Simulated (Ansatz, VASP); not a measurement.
## Ta2N: VASP beside Ansatz

INCAR

```
SYSTEM = Ta2N
PREC = Accurate
ENCUT = 520
EDIFF = 1E-6
ISMEAR = 0
SIGMA = 0.15
LREAL = .FALSE.
LASPH = .TRUE.
NELM = 100
ALGO = Normal
ISIF = 2
LWAVE = .FALSE.
LCHARG = .TRUE.
GGA = PE
LELF = .TRUE.
LVHAR = .TRUE.
NBANDS = 20
```

KPOINTS

```
regular mesh
0
G
  12 12 8
  0 0 0
```

POSCAR

```
Ta2N
1.0
    2.9138466106      0.0677795395      0.0666070263
   -1.3982245023      2.7005159753     -0.0059635902
    0.1048543988      0.0496973537      5.0139862605
Ta N
2 1
Direct
    0.6727220902      0.3324202913      0.7467776409
    0.3333761573      0.6655959700      0.2528670834
   -0.0060982475      0.0019837387      0.0003552757
```

Input for Ansatz:

```yaml
crystal:
  lattice:
    - [2.9138466106, 0.0677795395, 0.0666070263]
    - [-1.3982245023, 2.7005159753, -0.0059635902]
    - [0.1048543988, 0.0496973537, 5.0139862605]
  atoms:
    - { symbol: Ta, position: [0.6727220902, 0.3324202913, 0.7467776409] }
    - { symbol: Ta, position: [0.3333761573, 0.66559597, 0.2528670834] }
    - { symbol: "N", position: [-0.0060982475, 0.0019837387, 0.0003552757] }
basis:
  ecutwfc: 420
kpoints:
  mp_grid: { grid: [12, 12, 8] }
hamiltonian:
  xc: pbe
scf:
  occupations: { method: gaussian, width: 0.15 }
output:
  forces: true
  stress: true
  eigenvalues: true
  write_density: true
  write_potential: true
  elf: true
  volumetric_format: npy
```

Change from the starting cell: all atoms moved at random, sigma 0.02 Å a component, cell strained at random, sigma 0.03.

Alike in both runs: task single point; functional PBE; k mesh 12 × 12 × 8; occupations gaussian, width 0.15 eV; no spin polarisation.

|  | VASP | Ansatz |
| --- | --- | --- |
| version | VASP 6.6.1 | Ansatz 0.2.0 |
| potentials or method | VASP PAW PBE potentials, release 64 (Ta_pv, N), cutoff 520 eV | scalar-relativistic, plane waves, PAW |
| valence electrons in the cell | 27 | 31 |

```csv
,VASP,Ansatz,Ansatz less VASP
gap on the k mesh at the Fermi level (eV),none,none,-
pressure (GPa),8.6,8.1,-0.50
"traceless stress, the component that is largest in VASP (GPa)",16.88,16.83,-0.048
rms of the force components (eV/Å),0.525,0.503,-0.0219
```

Atom by atom the forces differ by 0.024 eV/Å (rms over components). A gap of «none» marks a metal or a gap that the smearing closes. The functional is the same, so the differences come from potentials, cutoffs and numerics. VASP's potentials hold 27 valence electrons a cell and Ansatz's 31, so a difference there can come from the potentials and not from the codes.

Spin-orbit coupling is off throughout.
